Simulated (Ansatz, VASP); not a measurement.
**PbS in VASP and in Ansatz**

INCAR

```
SYSTEM = PbS
PREC = Accurate
ENCUT = 500
EDIFF = 1E-6
ISMEAR = 0
SIGMA = 0.03
LREAL = .False.
LASPH = .True.
NELM = 120
ALGO = Normal
ISIF = 2
LWAVE = .False.
LCHARG = .True.
LELF = .True.
LVHAR = .True.
NBANDS = 17
GGA_COMPAT = .False.
```

Contents of KPOINTS:

```
Automatic mesh
0
Gamma
  12 12 12
  0 0 0
```

Contents of POSCAR:

```
PbS
1.0
    0.0000000000      2.8970648228      2.8970648228
    2.8970648228      0.0000000000      2.8970648228
    2.8970648228      2.8970648228      0.0000000000
Pb S
1 1
Direct
    0.0000000000      0.0000000000      0.0000000000
    0.5000000000      0.5000000000      0.5000000000
```

Input for Ansatz:

```yaml
crystal:
  lattice:
    - [0.0, 2.8970648228, 2.8970648228]
    - [2.8970648228, 0.0, 2.8970648228]
    - [2.8970648228, 2.8970648228, 0.0]
  atoms:
    - { symbol: Pb, position: [0.0, 0.0, 0.0] }
    - { symbol: S, position: [0.5, 0.5, 0.5] }
scf:
  occupations: { method: gaussian, width: 0.03 }
output:
  forces: true
  stress: true
  eigenvalues: true
hamiltonian:
  xc: lda
basis:
  ecutwfc: 450
kpoints:
  mp_grid: { grid: [12, 12, 12] }
```

Alike in both runs: task single point; functional LDA; k mesh 12 × 12 × 12; occupations gaussian, width 0.03 eV; no spin polarisation.

```csv
,VASP,Ansatz
version,VASP 6.6.1,Ansatz 0.2.0
potentials or method,"VASP PAW LDA potentials, release 64 (Pb_d, S), cutoff 500 eV","scalar-relativistic, plane waves, PAW"
valence electrons in the cell,20,20
```

```tsv
	VASP	Ansatz	Ansatz less VASP
pressure (GPa)	1.9	1.8	-0.06
```

LDA's correlation is that of Perdew and Zunger in VASP and of Perdew and Wang (1992) in Ansatz.

Spin-orbit coupling is off throughout.
